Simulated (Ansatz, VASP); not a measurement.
One calculation of Cs, two programs

The input INCAR:

```
PREC = Accurate
ENCUT = 600
EDIFF = 1E-6
ISMEAR = -1
SIGMA = 0.08
LREAL = False
LASPH = True
NELM = 60
ALGO = Normal
ISIF = 3
LWAVE = False
LCHARG = False
GGA = PE
IBRION = 2
NSW = 60
EDIFFG = -0.005
```

The input KPOINTS:

```
regular mesh
0
Gamma
  4 4 6
```

File POSCAR:

```
Cs
1.0
    8.6676725299      0.0000000000      0.0000000000
   -4.3338362649      7.5064246026      0.0000000000
    0.0000000000      0.0000000000      5.3739569685
Cs
3
Direct
    0.0000000000      0.0000000000      0.0000000000
    0.3333333333      0.6666666667      0.5000000000
    0.6666666667      0.3333333333      0.5000000000
```

Input for Ansatz:

```yaml
crystal:
  lattice:
    - [8.6676725299, 0.0, 0.0]
    - [-4.3338362649, 7.5064246026, 0.0]
    - [0.0, 0.0, 5.3739569685]
  atoms:
    - { symbol: Cs, position: [0.0, 0.0, 0.0] }
    - { symbol: Cs, position: [0.3333333333, 0.6666666667, 0.5] }
    - { symbol: Cs, position: [0.6666666667, 0.3333333333, 0.5] }
kpoints:
  mp_grid: { grid: [4, 4, 6] }
scf:
  occupations: { method: fermi_dirac, width: 0.08 }
hamiltonian:
  xc: pbe
  pseudopotentials: { kind: paw }
output:
  forces: true
  stress: true
relax:
  f_tol: 0.005
  max_steps: 40
  cell: {}
```

Alike in both runs: task relaxation of cell and atoms; functional PBE; k mesh 4 × 4 × 6; occupations fermi-dirac, width 0.08 eV; no spin polarisation.

```csv
,VASP,Ansatz
version,VASP 6.6.1,Ansatz 0.2.0
potentials or method,"VASP PAW PBE potentials, release 64 (Cs_sv)","PAW with Ansatz's default frozen-core files, scalar-relativistic"
plane-wave cutoff (eV),600,420
valence electrons in the cell,27,27
```

Ansatz gave:

```
relaxed volume (Å³/atom)                                     : 118.29
relaxed cell length with the largest relative difference (Å) : 5.253
```

**Question.** Which values does VASP return?

**Answer.** Relaxed volume (Å³/atom): 117.53; relaxed cell length with the largest relative difference (Å): 5.234.

Spin-orbit coupling is off throughout.
